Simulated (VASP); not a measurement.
# TiC in VASP: further runs, part 2 of 2

VASP 6.6.1.

### 3 Single point, PBE (strain -0.050 along x and y, -0.025 along z)

File INCAR:

```
SYSTEM = TiC
  PREC = Accurate
  ENCUT = 520
  EDIFF = 1E-6
  ISMEAR = 0
  SIGMA = 0.15
  LREAL = .False.
  LASPH = .True.
  NELM = 60
  ALGO = Normal
  ISIF = 2
  LWAVE = .False.
  LCHARG = .False.
  GGA = PE
  NBANDS = 15
```

File KPOINTS:

```
regular mesh
0
Gamma
  24 24 24
  0 0 0
```

File POSCAR:

```
TiC
1.0
    0.0000000000      2.0581384493      2.1122999875
    2.0581384493      0.0000000000      2.1122999875
    2.0581384493      2.0581384493      0.0000000000
Ti C
1 1
Direct
    0.0000000000      0.0000000000      0.0000000000
    0.5000000000      0.5000000000      0.5000000000
```

Potentials or basis: VASP PAW PBE potentials, release 64 (Ti_sv, C).

Command:

```bash
> cat potpaw_PBE.64/Ti_sv/POTCAR potpaw_PBE.64/C/POTCAR > POTCAR
> mpirun -np 1 vasp_std > vasp.out
```

OUTCAR:

```text
SYSTEM = TiC
   PREC = Accurate
   ENCUT = 520
   EDIFF = 1E-6
   ISMEAR = 0
   LREAL = .False.
   LASPH = .True.
   NELM = 60
   ISIF = 2
   GGA = PE

 ion  position               nearest neighbor table
   1  0.000  0.000  0.000-   2 2.06   2 2.06   2 2.06   2 2.06   2 2.11   2 2.11
   2  0.500  0.500  0.500-   1 2.06   1 2.06   1 2.06   1 2.06   1 2.11   1 2.11

  LATTYP: Found a body centered tetragonal cell.
 ALAT       =     2.9106473082
 C/A-ratio  =     1.4514297088

  Lattice vectors:

 A1 = (  -2.0581384493,   0.0000000000,   2.1122999875)
 A2 = (   2.0581384493,   0.0000000000,   2.1122999875)
 A3 = (   0.0000000000,   2.0581384493,  -2.1122999875)

Analysis of symmetry for initial positions (statically):
=====================================================================
 Subroutine PRICEL returns:
 Original cell was already a primitive cell.

 Routine SETGRP: Setting up the symmetry group for a
 body centered tetragonal supercell.

 Subroutine GETGRP returns: Found 16 space group operations
 (whereof 16 operations were pure point group operations)
 out of a pool of 16 trial point group operations.

The static configuration has the point symmetry D_4h.

Analysis of symmetry for dynamics (positions and initial velocities):
[... 173 lines left out ...]
      5      -2.0054      2.00000
      6      11.5472      0.00000
      7      11.7826      0.00000
      8      11.7826      0.00000
      9      12.7190      0.00000
     10      12.8356      0.00000
     11      12.8704      0.00000
     12      12.8704      0.00000
     13      13.0764      0.00000
     14      23.4409      0.00000
[... 401 lines left out ...]
      2     -21.9459      2.00000
      3     -21.2830      2.00000
      4     -21.2360      2.00000
      5       1.8156      2.00000
      6       4.9113      2.00000
      7       7.6552      2.00000
      8       7.7977      2.00000
      9      14.2792      0.00000
     10      14.3310      0.00000
     11      15.6531      0.00000
     12      19.9457      0.00000
     13      20.2513      0.00000
     14      20.5242      0.00000
     15      27.1318      0.00000

 [... further k-points ...]
[... 5 lines left out ...]
  --------------------------------------------------------------------------------------
  -------------------------------------------------------------------------------------
  Total        5.2990159      5.2990159      3.4266444      0.0000000     -0.0000000      0.0000000
  in kB      474.4287916    474.4287916    306.7925858      0.0000000     -0.0000000      0.0000000
  external PRESSURE =     418.5500563 kB  Pullay stress =       0.0000000 kB

 VOLUME and BASIS-vectors are now :
 -----------------------------------------------------------------------------
  energy-cutoff  :      520.00
  volume of cell :       17.90
      direct lattice vectors                 reciprocal lattice vectors
     0.000000000  2.058138449  2.112299988    -0.242937981  0.242937981  0.236708802
     2.058138449  0.000000000  2.112299988     0.242937981 -0.242937981  0.236708802
     2.058138449  2.058138449  0.000000000     0.242937981  0.242937981 -0.236708802

 POSITION                                       TOTAL-FORCE (eV/Angst)
 -----------------------------------------------------------------------------------
      0.00000      0.00000      0.00000         0.000000     -0.000000      0.000000
      2.05814      2.05814      2.11230        -0.000000      0.000000     -0.000000
 -----------------------------------------------------------------------------------
    total drift:                                0.000000     -0.000000     -0.000000

  FREE ENERGIE OF THE ION-ELECTRON SYSTEM (eV)
  ---------------------------------------------------
  free  energy   TOTEN  =       -18.4074849292 eV

  energy  without entropy=      -18.4044806495  energy(sigma->0) =      -18.40598279
```

OSZICAR:

```text
N       E                     dE             d eps       ncg     rms          rms(c)
DAV:   1     0.117496671823E+03    0.11750E+03   -0.79511E+03 31996   0.131E+03
DAV:   2    -0.165659550978E+02   -0.13406E+03   -0.12536E+03 34144   0.338E+02
DAV:   3    -0.234314556517E+02   -0.68655E+01   -0.67643E+01 39958   0.758E+01
DAV:   4    -0.236466600220E+02   -0.21520E+00   -0.21500E+00 40755   0.122E+01
DAV:   5    -0.236526283509E+02   -0.59683E-02   -0.59671E-02 40892   0.172E+00    0.214E+01
DAV:   6    -0.187434481156E+02    0.49092E+01   -0.10617E+01 45701   0.571E+01    0.653E+00
DAV:   7    -0.184032216369E+02    0.34023E+00   -0.15470E+00 36581   0.180E+01    0.606E+00
DAV:   8    -0.184008570754E+02    0.23646E-02   -0.12540E-01 38592   0.489E+00    0.167E+00
DAV:   9    -0.184097112476E+02   -0.88542E-02   -0.35349E-02 42936   0.155E+00    0.895E-01
DAV:  10    -0.184080264399E+02    0.16848E-02   -0.42697E-03 39639   0.965E-01    0.500E-01
DAV:  11    -0.184075050053E+02    0.52143E-03   -0.11376E-03 36889   0.522E-01    0.319E-02
DAV:  12    -0.184074869324E+02    0.18073E-04   -0.97764E-05 35663   0.146E-01    0.101E-02
DAV:  13    -0.184074852437E+02    0.16887E-05   -0.43360E-06 38472   0.239E-02    0.955E-03
DAV:  14    -0.184074849292E+02    0.31452E-06   -0.16404E-06 27965   0.206E-02
   1 F= -.18407485E+02 E0= -.18405983E+02  d E =-.300428E-02
```

stdout:

```text
POSCAR found type information on POSCAR TiC
 POSCAR found :  2 types and       2 ions
 scaLAPACK will be used
 LDA part: xc-table for (Slater+PW92), standard interpolation
 POSCAR, INCAR and KPOINTS ok, starting setup
 FFT: planning ... GRIDC
 FFT: planning ... GRID_SOFT
 FFT: planning ... GRID
 WAVECAR not read
 entering main loop
```

It took 2.3 min on 1 thread of Intel Xeon Platinum 8488C (Sapphire Rapids), shared host; peak memory 0.4 GiB.

What came out:

```yaml
Free_energy: -18.4075 eV
Pressure: 41.9 GPa
Band_gap_on_the_k_mesh: zero (band 8 reaches 11.78 eV, above the bottom of band 9 at 10.47 eV)
```

Stress tensor (GPa, compression positive):
```
47.44  0.00  0.00
 0.00 47.44  0.00
 0.00  0.00 30.68
```

Caveat: the cell differs from its parent crystal (strain -0.050 along x and y, -0.025 along z).

### 4 Single point, PBE (strain -0.050 along x and y, +0.000 along z)

File INCAR:

```
SYSTEM = TiC
PREC     = Accurate       ! precision mode
ENCUT    = 520            ! plane-wave cutoff, eV
EDIFF    = 1E-6           ! SCF threshold, eV
ISMEAR   = 0              ! smearing method
SIGMA    = 0.15           ! smearing width, eV
LREAL    = .False.        ! projectors in reciprocal space
LASPH    = .True.         ! aspherical terms in the spheres
NELM     = 100            ! most SCF steps
ALGO     = Normal         ! electronic algorithm
ISIF     = 2              ! what is computed and relaxed
LWAVE    = .False.        ! write WAVECAR
LCHARG   = .False.        ! write CHGCAR
GGA      = PE             ! functional
NBANDS   = 15             ! bands
```

File KPOINTS:

```
Automatic mesh
0
Gamma
  24 24 24
  0 0 0
```

File POSCAR:

```
TiC
1.0
    0.0000000000      2.0581384493      2.1664615256
    2.0581384493      0.0000000000      2.1664615256
    2.0581384493      2.0581384493      0.0000000000
Ti C
1 1
Direct
    0.0000000000      0.0000000000      0.0000000000
    0.5000000000      0.5000000000      0.5000000000
```

Command:

```bash
> cat potpaw_PBE.64/Ti_sv/POTCAR potpaw_PBE.64/C/POTCAR > POTCAR
> mpirun -np 1 vasp_std > vasp.out
```

Wall time 3.4 min (1 thread of Intel Xeon Platinum 8488C (Sapphire Rapids), shared host); peak memory 0.4 GiB.

Results (log left out):

- Free energy: -18.4702 eV
- Pressure: 33.2 GPa
- Band gap on the k mesh: zero (band 8 reaches 11.54 eV, above the bottom of band 9 at 10.07 eV)

Stress tensor (GPa, compression positive):
```
42.94  0.00  0.00
 0.00 42.94  0.00
 0.00  0.00 13.69
```

Levels at points of the mesh, in eV from the Fermi level:
```tsv
k point	band 4	band 5	band 6	band 7	band 8	band 9	band 10	band 11	band 12	band 13
(0.00, 0.00, 0.00)	-32.24	-12.88	0.42	0.87	0.87	1.62	1.64	1.89	1.89	2.14
(0.50, 0.00, 0.00)	-32.28	-8.86	-6.33	-3.33	-3.22	3.22	3.45	4.74	8.73	8.74
(0.50, 0.50, 0.00)	-32.44	-10.62	-3.89	-1.90	0.33	0.33	3.08	4.00	4.00	6.47
(0.50, 0.00, 0.50)	-32.52	-10.53	-3.26	-1.97	-0.13	-0.02	3.07	3.84	4.23	7.02
```

Caveat: the cell differs from its parent crystal (strain -0.050 along x and y, +0.000 along z).

### 5 The runs side by side

| cell | gap on the mesh (eV) | pressure (GPa) |
| --- | --- | --- |
| a = 3.140 Å, angles 60.0°, 2 atoms | none | -15.9 |
| a = 2.949, b = 2.949, c = 2.911 Å, angles 60.4, 60.4, 59.1°, 2 atoms | none | 41.9 |
| a = 2.988, b = 2.988, c = 2.911 Å, angles 60.9, 60.9, 58.3°, 2 atoms | none | 33.2 |

Alike in all rows: task single point; level PBE; potentials or basis VASP PAW PBE potentials, release 64 (Ti_sv, C); no spin polarisation; k mesh 24 × 24 × 24; cutoff (eV) 520; smearing gaussian 0.15 eV.

Absolute energies hang on the potentials; compare differences alone.
